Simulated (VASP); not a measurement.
# BN (I-4m2) in VASP: a series of runs

Runs on BN. Level: LDA. Tasks: single point.

Program: VASP 6.6.1. These are calculated values, not measurements. Logs are shortened: lines on timing, memory, paths and dates and some standing lists are left out, and cuts for length are marked.

### Step 1. The cell of the first run

It takes space group I-4m2 (No. 119, tetragonal). Conventional cell: a = 2.413 Å, b = 2.413 Å, c = 4.095 Å, α = 90.00°, β = 90.00°, γ = 90.00°. B (site symmetry -4m2) has 4 N at 1.58 Å within 2.1 Å. Within 2.1 Å of N (site symmetry -4m2) lie 4 B at 1.58 Å.

### Step 2. Single point, LDA

Contents of INCAR:

```
SYSTEM = BN
  PREC = Accurate
  ENCUT = 520
  EDIFF = 1E-6
  ISMEAR = 0
  SIGMA = 0.05
  LREAL = .False.
  LASPH = .True.
  NELM = 80
  ALGO = Normal
  ISIF = 2
  LWAVE = .False.
  LCHARG = .False.
  GGA = CA
  NBANDS = 11
```

Contents of KPOINTS:

```
Automatic mesh
0
Gamma
  12 12 12
  0 0 0
```

Contents of POSCAR:

```
BN
1.0
    0.0000000000      1.7060992614      2.0473191137
    1.7060992614      0.0000000000      2.0473191137
    1.7060992614      1.7060992614      0.0000000000
B N
1 1
Direct
    0.0000000000      0.0000000000      0.0000000000
    0.7500000000      0.7500000000      0.7500000000
```

Potentials or basis: VASP PAW LDA potentials, release 64 (B, N).

Launch:

```bash
$ cat potpaw_LDA.64/B/POTCAR potpaw_LDA.64/N/POTCAR > POTCAR
$ mpirun -np 1 vasp_std > vasp.out
```

OUTCAR:

```text
SYSTEM = BN
   PREC = Accurate
   ENCUT = 520
   EDIFF = 1E-6
   ISMEAR = 0
   LREAL = .False.
   LASPH = .True.
   NELM = 80
   ISIF = 2
   GGA = CA

 ion  position               nearest neighbor table
   1  0.000  0.000  0.000-   2 1.58   2 1.58   2 1.58   2 1.58
   2  0.750  0.750  0.750-   1 1.58   1 1.58   1 1.58   1 1.58

  LATTYP: Found a body centered tetragonal cell.
 ALAT       =     2.4127887142
 C/A-ratio  =     1.6970562749

  Lattice vectors:

 A1 = (  -1.7060992614,   0.0000000000,   2.0473191137)
 A2 = (   1.7060992614,   0.0000000000,   2.0473191137)
 A3 = (   0.0000000000,   1.7060992614,  -2.0473191137)

Analysis of symmetry for initial positions (statically):
=====================================================================
 Subroutine PRICEL returns:
 Original cell was already a primitive cell.

 Routine SETGRP: Setting up the symmetry group for a
 body centered tetragonal supercell.

 Subroutine GETGRP returns: Found  8 space group operations
 (whereof  8 operations were pure point group operations)
 out of a pool of 16 trial point group operations.

The static configuration has the point symmetry D_2d.

Analysis of symmetry for dynamics (positions and initial velocities):
=====================================================================
 Subroutine PRICEL returns:
 Original cell was already a primitive cell.

 Routine SETGRP: Setting up the symmetry group for a
 body centered tetragonal supercell.

 Subroutine GETGRP returns: Found  8 space group operations
 (whereof  8 operations were pure point group operations)
 out of a pool of 16 trial point group operations.

The dynamic configuration has the point symmetry D_2d.

 Subroutine INISYM returns: Found  8 space group operations
 (whereof  8 operations are pure point group operations),
 and found     1 'primitive' translations

----------------------------------------------------------------------------------------

                                     Primitive cell

  volume of cell :      11.9186

  direct lattice vectors                    reciprocal lattice vectors
     0.000000000  1.706099261  2.047319114    -0.293066184  0.293066184  0.244221820
     1.706099261  0.000000000  2.047319114     0.293066184 -0.293066184  0.244221820
     1.706099261  1.706099261  0.000000000     0.293066184  0.293066184 -0.244221820

  length of vectors
     2.665012241  2.665012241  2.412788714     0.481061195  0.481061195  0.481061195

  position of ions in fractional coordinates (direct lattice)
     0.000000000  0.000000000  0.000000000
     0.750000000  0.750000000  0.750000000

  ion indices of the primitive-cell ions
   primitive index   ion index
                 1           1
                 2           2

----------------------------------------------------------------------------------------

 KPOINTS: Automatic mesh

Automatic generation of k-mesh.
 Grid dimensions read from file:
 generate k-points for:   12   12   12

 Generating k-lattice:

  Cartesian coordinates                     Fractional coordinates (reciprocal lattice)
    -0.024422182  0.024422182  0.020351818     0.083333333  0.000000000  0.000000000
     0.024422182 -0.024422182  0.020351818     0.000000000  0.083333333  0.000000000
     0.024422182  0.024422182 -0.020351818    -0.000000000 -0.000000000  0.083333333

  Length of vectors
     0.040088433  0.040088433  0.040088433

  Shift w.r.t. Gamma in fractional coordinates (k-lattice)
     0.000000000  0.000000000  0.000000000

 Subroutine IBZKPT returns following result:
 ===========================================

 Found    163 irreducible k-points:

 Following reciprocal coordinates:
            Coordinates               Weight
  0.000000  0.000000  0.000000      1.000000
  0.083333  0.000000  0.000000      8.000000
  0.166667  0.000000  0.000000      8.000000
  0.250000 -0.000000  0.000000      8.000000
  0.333333  0.000000  0.000000      8.000000
  0.416667  0.000000  0.000000      8.000000
[... 16 lines left out ...]
  0.500000  0.166667  0.000000      8.000000
 -0.416667  0.166667  0.000000      8.000000
 [... further k-points ...]
   k-points           NKPTS =    163   k-points in BZ     NKDIM =    163   number of bands    NBANDS=     11
   number of dos      NEDOS =    301   number of ions     NIONS =      2
   total plane-waves  NPLWV =   7200
   dimension x,y,z NGX =    20 NGY =   20 NGZ =   18
   dimension x,y,z NGXF=    40 NGYF=   40 NGZF=   36
   ions per type =               1   1
   NGX,Y,Z   is equivalent  to a cutoff of  12.48, 12.48, 12.40 a.u.
   NGXF,Y,Z  is equivalent  to a cutoff of  24.95, 24.95, 24.80 a.u.
 SYSTEM =  BN
   PREC   = accura    normal or accurate (medium, high low for compatibility)
   ISTART =      0    job   : 0-new  1-cont  2-samecut
   ICHARG =      2    charge: 1-file 2-atom 10-const
   ISPIN  =      1    spin polarized calculation?
   LNONCOLLINEAR =      F non collinear calculations
   LSORBIT =      F    spin-orbit coupling
   LASPH  =      T    aspherical Exc in radial PAW
   ENCUT  =  520.0 eV  38.22 Ry    6.18 a.u.   4.96  4.96  4.49*2*pi/ulx,y,z
   NELM   =     80;   NELMIN=  2; NELMDL= -5     # of ELM steps
   EDIFF  = 0.1E-05   stopping-criterion for ELM
   LREAL  =      F    real-space projection
   EDIFFG = 0.1E-04   stopping-criterion for IOM
   NSW    =      0    number of steps for IOM
   IBRION =     -1    ionic relax: 0-MD 1-quasi-New 2-CG
   NFREE  =      0    steps in history (QN), initial steepest desc. (CG)
   ISIF   =      2    stress and relaxation
   ISYM   =      2    0-nonsym 1-usesym 2-fastsym
   POTIM  = 0.5000    time-step for ionic-motion
   TEBEG  =    0.0;   TEEND  =   0.0 temperature during run
   PSTRESS=    0.0 pullay stress
   NELECT =       8.0000    total number of electrons
   NUPDOWN=      -1.0000    fix difference up-down
   EMIN   =  10.00;   EMAX   =-10.00  energy-range for DOS
   EFERMI =   0.00;   METHOD = LEGACY
   ISMEAR =     0;   SIGMA  =   0.05  broadening in eV -4-tet -1-fermi 0-gaus
   EFERMI_NEDOS =   21; number of points for ismear=-14 and -15
   IALGO  =     38    algorithm
   IMIX   =      4    mixing-type and parameters
     AMIX     =   0.40;   BMIX     =  1.00
     AMIX_MAG =   1.60;   BMIX_MAG =  1.00
  volume/ion in A,a.u.               =       5.96        40.22
  Fermi-wavevector in a.u.,A,eV,Ry     =   1.433387  2.708709 27.954506  2.054598
  Thomas-Fermi vector in A             =   2.552911
   LORBIT       =      0    0 simple, 1 ext, 2 COOP (PROOUT), +10 PAW based schemes
   GGA     = CA    functional components
   LHFCALC =     F    Hartree Fock is set to
   AEXX    =    0.0000 exact exchange contribution
   IVDW    =     0    specifies the selected vdW correction
   LEPSILON=     F    determine dielectric tensor
   LRPA    =     F    only Hartree local field effects (RPA)
 non-spin polarized calculation
 Gauss-broadening in eV      SIGMA  =   0.05
  energy-cutoff  :      520.00
  volume of cell :       11.92
 maximum number of plane-waves:       336
   NGX =  9   NGY =  9   NGZ =  9

 number of electron       7.9999999 magnetization

 Free energy of the ion-electron system (eV)
  ---------------------------------------------------
  ext. energy  EPLUGINS =         0.00000000
  ---------------------------------------------------
  free energy    TOTEN  =       -18.81018110 eV

  energy without entropy =      -18.81018110  energy(sigma->0) =      -18.81018110

 E-fermi :   8.4522     XC(G=0): -13.0875

 val. band max:        8.1462495036   @ k =   0.0000   0.0000   0.0000
 cond. band min:      10.8085083076   @ k =   0.5000   0.0000   0.5000
 fundamental gap:      2.6622588040
 Fermi energy:         8.4521600197

 k-point     1 :       0.0000    0.0000    0.0000
  band No.  band energies     occupation
      1     -12.6176      2.00000
      2       5.7617      2.00000
      3       8.1462      2.00000
      4       8.1462      2.00000
      5      15.8311      0.00000
      6      15.8311      0.00000
      7      17.1202      0.00000
      8      17.1669      0.00000
      9      28.7813      0.00000
     10      30.5967      0.00000
     11      31.9058      0.00000

 k-point     2 :       0.0833    0.0000    0.0000
  band No.  band energies     occupation
      1     -12.4454      2.00000
      2       5.4020      2.00000
      3       7.4095      2.00000
      4       8.0366      2.00000
      5      15.5412      0.00000
      6      16.1076      0.00000
      7      17.4243      0.00000
      8      17.9868      0.00000
      9      27.9946      0.00000
     10      31.4169      0.00000
     11      32.8982      0.00000

 k-point     3 :       0.1667    0.0000    0.0000
  band No.  band energies     occupation
      1     -11.9349      2.00000
      2       4.1309      2.00000
      3       6.0848      2.00000
      4       7.7736      2.00000
      5      15.1188      0.00000
      6      16.8120      0.00000
      7      18.1605      0.00000
      8      19.4489      0.00000
      9      27.6801      0.00000
     10      31.5347      0.00000
     11      34.0644      0.00000

 k-point     4 :       0.2500   -0.0000    0.0000
  band No.  band energies     occupation
      1     -11.1081      2.00000
      2       1.9792      2.00000
      3       5.1400      2.00000
      4       7.4798      2.00000
      5      14.7023      0.00000
      6      17.6516      0.00000
      7      18.9568      0.00000
      8      20.8018      0.00000
      9      28.2070      0.00000
     10      31.6970      0.00000
     11      32.7449      0.00000
[... 239 lines left out ...]
 k-point    22 :       0.4167    0.1667    0.0000
  band No.  band energies     occupation
      1      -9.5759      2.00000
      2      -0.4098      2.00000
      3       2.8533      2.00000
      4       6.0101      2.00000
      5      16.5325      0.00000
      6      18.7416      0.00000
      7      20.3303      0.00000
      8      22.3666      0.00000
      9      26.8354      0.00000
     10      31.4303      0.00000
     11      36.2564      0.00000

 k-point    23 :       0.5000    0.1667    0.0000
  band No.  band energies     occupation
      1      -8.4850      2.00000
      2      -1.9748      2.00000
      3       2.0688      2.00000
      4       6.1826      2.00000
      5      16.4039      0.00000
      6      19.1567      0.00000
      7      20.2880      0.00000
      8      22.8904      0.00000
      9      28.4083      0.00000
     10      31.6249      0.00000
     11      35.1691      0.00000

 k-point    24 :      -0.4167    0.1667    0.0000
  band No.  band energies     occupation
      1      -7.9323      2.00000
      2      -2.6805      2.00000
      3       1.7570      2.00000
      4       6.5350      2.00000
      5      16.3703      0.00000
      6      19.5285      0.00000
      7      19.8801      0.00000
      8      22.4032      0.00000
      9      29.4154      0.00000
     10      32.3487      0.00000
     11      33.1550      0.00000

 [... further k-points ...]

------------------------ aborting loop because EDIFF is reached ----------------------------------------

  FORCE on cell =-STRESS in cart. coord.  units (eV):
  Direction    XX          YY          ZZ          XY          YZ          ZX
  --------------------------------------------------------------------------------------
  -------------------------------------------------------------------------------------
  Total        2.4779590      2.4779590     -7.8406848      0.0000000      0.0000000      0.0000000
  in kB      333.1045574    333.1045574  -1053.9996126      0.0000000      0.0000000      0.0000000
  external PRESSURE =    -129.2634993 kB  Pullay stress =       0.0000000 kB

 VOLUME and BASIS-vectors are now :
 -----------------------------------------------------------------------------
  energy-cutoff  :      520.00
  volume of cell :       11.92
      direct lattice vectors                 reciprocal lattice vectors
     0.000000000  1.706099261  2.047319114    -0.293066184  0.293066184  0.244221820
     1.706099261  0.000000000  2.047319114     0.293066184 -0.293066184  0.244221820
     1.706099261  1.706099261  0.000000000     0.293066184  0.293066184 -0.244221820

 POSITION                                       TOTAL-FORCE (eV/Angst)
 -----------------------------------------------------------------------------------
      0.00000      0.00000      0.00000        -0.000000     -0.000000      0.000000
      2.55915      2.55915      3.07098         0.000000      0.000000     -0.000000
 -----------------------------------------------------------------------------------
    total drift:                               -0.000000     -0.000000     -0.000000

  FREE ENERGIE OF THE ION-ELECTRON SYSTEM (eV)
  ---------------------------------------------------
  free  energy   TOTEN  =       -18.8101811040 eV

  energy  without entropy=      -18.8101811040  energy(sigma->0) =      -18.81018110
```

Run time: 13 s. Hardware: 1 thread of Intel Xeon 8259CL, shared host; peak memory 0.13 GiB.

What came out:

```
Free energy            : -18.8102 eV
Pressure               : -12.9 GPa
Band gap on the k mesh : 2.66 eV, indirect (least direct gap 6.82 eV)
```

 A k mesh can miss the band edges.

### Step 3. Single point, LDA

This run uses another cell than the first one, of the same volume but with other edges.

Contents of INCAR:

```
  PREC = Accurate
  ENCUT = 520
  EDIFF = 1E-6
  ISMEAR = 0
  SIGMA = 0.05
  LREAL = F
  LASPH = T
  NELM = 80
  ALGO = Normal
  ISIF = 2
  LWAVE = F
  LCHARG = F
  NBANDS = 11
```

Contents of KPOINTS:

```
Automatic mesh
0
Gamma
  12 12 12
```

Contents of POSCAR:

```
BN
1.0
    0.0000000000      1.9695477275      1.5362472275
    1.9695477275      0.0000000000      1.5362472275
    1.9695477275      1.9695477275      0.0000000000
B N
1 1
Direct
    0.0000000000      0.0000000000      0.0000000000
    0.7500000000      0.7500000000      0.7500000000
```

Potentials or basis: VASP PAW LDA potentials, release 64 (B, N).

Launch:

```bash
$ cat potpaw_LDA.64/B/POTCAR potpaw_LDA.64/N/POTCAR > POTCAR
$ mpirun -np 1 vasp_std > vasp.out
```

OUTCAR:

```text
PREC = Accurate
   ENCUT = 520
   EDIFF = 1E-6
   ISMEAR = 0
   LREAL = F
   LASPH = T
   NELM = 80
   ISIF = 2

 ion  position               nearest neighbor table
   1  0.000  0.000  0.000-   2 1.59   2 1.59   2 1.59   2 1.59
   2  0.750  0.750  0.750-   1 1.59   1 1.59   1 1.59   1 1.59

  LATTYP: Found a body centered tetragonal cell.
 ALAT       =     2.7853611080
 C/A-ratio  =     1.1030865787

  Lattice vectors:

 A1 = (   0.0000000000,  -1.9695477275,  -1.5362472275)
 A2 = (   0.0000000000,   1.9695477275,  -1.5362472275)
 A3 = (   1.9695477275,   0.0000000000,   1.5362472275)

Analysis of symmetry for initial positions (statically):
=====================================================================
 Subroutine PRICEL returns:
 Original cell was already a primitive cell.

 Routine SETGRP: Setting up the symmetry group for a
 body centered tetragonal supercell.

 Subroutine GETGRP returns: Found  8 space group operations
 (whereof  8 operations were pure point group operations)
[... 172 lines left out ...]
  band No.  band energies     occupation
      1     -12.5668      2.00000
      2       6.8107      2.00000
      3       6.8107      2.00000
      4       8.5432      2.00000
      5      15.4324      0.00000
      6      17.1419      0.00000
      7      17.1419      0.00000
      8      17.4452      0.00000
      9      29.2135      0.00000
     10      32.1257      0.00000
     11      32.1931      0.00000
[... 309 lines left out ...]
 k-point    24 :      -0.4167    0.1667    0.0000
  band No.  band energies     occupation
      1      -7.9632      2.00000
      2      -1.8788      2.00000
      3       3.1287      2.00000
      4       5.1986      2.00000
      5      13.8109      0.00000
      6      18.7263      0.00000
      7      20.4773      0.00000
      8      21.5476      0.00000
      9      28.2412      0.00000
     10      32.3547      0.00000
     11      32.6746      0.00000

 [... further k-points ...]

------------------------ aborting loop because EDIFF is reached ----------------------------------------

  FORCE on cell =-STRESS in cart. coord.  units (eV):
  Direction    XX          YY          ZZ          XY          YZ          ZX
  --------------------------------------------------------------------------------------
  -------------------------------------------------------------------------------------
  Total       -3.7670219     -3.7670219      4.1337753      0.0000000      0.0000000      0.0000000
  in kB     -506.3893944   -506.3893944    555.6909424      0.0000000      0.0000000      0.0000000
  external PRESSURE =    -152.3626155 kB  Pullay stress =       0.0000000 kB

 VOLUME and BASIS-vectors are now :
 -----------------------------------------------------------------------------
  energy-cutoff  :      520.00
  volume of cell :       11.92
      direct lattice vectors                 reciprocal lattice vectors
     0.000000000  1.969547727  1.536247228    -0.253865389  0.253865389  0.325468447
     1.969547727  0.000000000  1.536247228     0.253865389 -0.253865389  0.325468447
     1.969547727  1.969547727  0.000000000     0.253865389  0.253865389 -0.325468447

 POSITION                                       TOTAL-FORCE (eV/Angst)
 -----------------------------------------------------------------------------------
      0.00000      0.00000      0.00000         0.000000      0.000000      0.000000
      2.95432      2.95432      2.30437        -0.000000     -0.000000      0.000000
 -----------------------------------------------------------------------------------
    total drift:                               -0.000000     -0.000000     -0.000001

  FREE ENERGIE OF THE ION-ELECTRON SYSTEM (eV)
  ---------------------------------------------------
  free  energy   TOTEN  =       -18.6598065023 eV

  energy  without entropy=      -18.6598065023  energy(sigma->0) =      -18.65980650
```

stdout:

```text
POSCAR found type information on POSCAR B N
 POSCAR found :  2 types and       2 ions
 scaLAPACK will be used
 LDA part: xc-table for (Slater(with rela. corr.)+CA(PZ))
 , standard interpolation
 POSCAR, INCAR and KPOINTS ok, starting setup
 FFT: planning ... GRIDC
 FFT: planning ... GRID_SOFT
 FFT: planning ... GRID
 WAVECAR not read
 entering main loop
```

Run time: 21 s. Hardware: 1 thread of Intel Xeon 8259CL, shared host; peak memory 0.13 GiB.

What came out:

- Free energy: -18.6598 eV
- Pressure: -15.2 GPa
- Band gap on the k mesh: 1.14 eV, indirect (least direct gap 6.89 eV)

Levels at points of the mesh, in eV from the valence-band top:
| k point | band 2 | band 3 | band 4 | band 5 | band 6 | band 7 |
| --- | --- | --- | --- | --- | --- | --- |
| (0.00, 0.00, 0.00) | -1.73 | -1.73 | 0.00 | 6.89 | 8.60 | 8.60 |
| (0.50, 0.00, 0.00) | -11.63 | -4.53 | -1.75 | 5.64 | 7.94 | 12.65 |
| (0.50, 0.50, 0.00) | -7.92 | -7.92 | -7.27 | 1.14 | 4.09 | 16.33 |
| (0.50, 0.00, 0.50) | -11.10 | -4.52 | -4.42 | 5.07 | 10.40 | 13.16 |

 A k mesh can miss the band edges.

[end of part 1 of 2]
